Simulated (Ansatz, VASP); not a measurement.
## Two plane-wave programs on MgSi2N2

```
CELL_PARAMETERS angstrom
3.39178 -0.00281 0.00120
-1.69826 2.95046 -0.00304
0.00524 -0.01212 13.91843
ATOMIC_POSITIONS crystal
Mg 0.99978 0.99977 0.49998
Mg 0.99996 0.99981 0.00002
Si 0.33462 0.66703 0.19809
Si 0.33341 0.66767 0.69811
Si 0.66663 0.33257 0.30189
Si 0.66555 0.33323 0.80191
N 0.33387 0.66703 0.08135
N 0.33304 0.66730 0.58137
N 0.66651 0.33268 0.41863
N 0.66664 0.33291 0.91865
```

Change from the starting cell: cell x2, atoms moved at random (sigma 0.15 Å) and cell strained at random (1.5 %), then relaxed without symmetry.

Alike in both runs: functional PBE; k mesh 6 × 6 × 2; occupations gaussian, width 0.2 eV; no spin polarisation.

Ansatz relaxed the structure, and its values are those at the end. VASP's run is a single point on that final structure, the one shown.

|  | VASP | Ansatz |
| --- | --- | --- |
| version | VASP 6.6.1 | Ansatz 0.2.0 |
| potentials or method | VASP PAW PBE potentials, release 64 (Mg, Si, N), cutoff 520 eV | scalar-relativistic, plane waves, PAW |
| valence electrons in the cell | 40 | 56 |

VASP gave:

- gap on the k mesh at the Fermi level (eV): none
- pressure (GPa): -0.1
- rms of the force components (eV/Å): 0.047

Which values does Ansatz return?

gap on the k mesh at the Fermi level (eV): none; pressure (GPa): 0.1; rms of the force components (eV/Å): 0.003.

A gap of «none» marks a metal or a gap that the smearing closes. VASP's potentials hold 40 valence electrons a cell and Ansatz's 56, so a difference there can come from the potentials and not from the codes.
